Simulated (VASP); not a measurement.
A run of VASP 6.6.1 is set up as follows.

INCAR

```
PREC = Accurate
ENCUT = 500
EDIFF = 1E-6
ISMEAR = -1
SIGMA = 0.1
LREAL = F
LASPH = T
NELM = 120
ALGO = Normal
ISIF = 2
LWAVE = F
LCHARG = T
GGA = RP
LELF = T
LVHAR = T
NBANDS = 13
GGA_COMPAT = F
```

The input KPOINTS:

```
regular mesh
0
Gamma
  5 5 5
```

The input POSCAR:

```
Pb
1.0
    0.0000000000      2.4750200000      2.4750200000
    2.4750200000      0.0000000000      2.4750200000
    2.4750200000      2.4750200000      0.0000000000
Pb
1
Direct
    0.0000000000      0.0000000000      0.0000000000
```

Potentials or basis: VASP PAW PBE potentials, release 64 (Pb_d).

Command:

```sh
$ cat potpaw_PBE.64/Pb_d/POTCAR > POTCAR
$ mpirun -np 1 vasp_std > vasp.out
```

**Question.** Predict the pressure.

**Answer.** 3.5 GPa.

**Question.** Estimate the band gap on the k mesh.

**Answer.** Zero (band 7 reaches 14.85 eV, above the bottom of band 8 at 6.81 eV).

Caveat: the k points lie up to 0.44 Å⁻¹ apart; the PAW data sets were made with another functional, which shifts forces and pressure a little; spin-orbit coupling is left out, which moves the levels of the heavy elements.
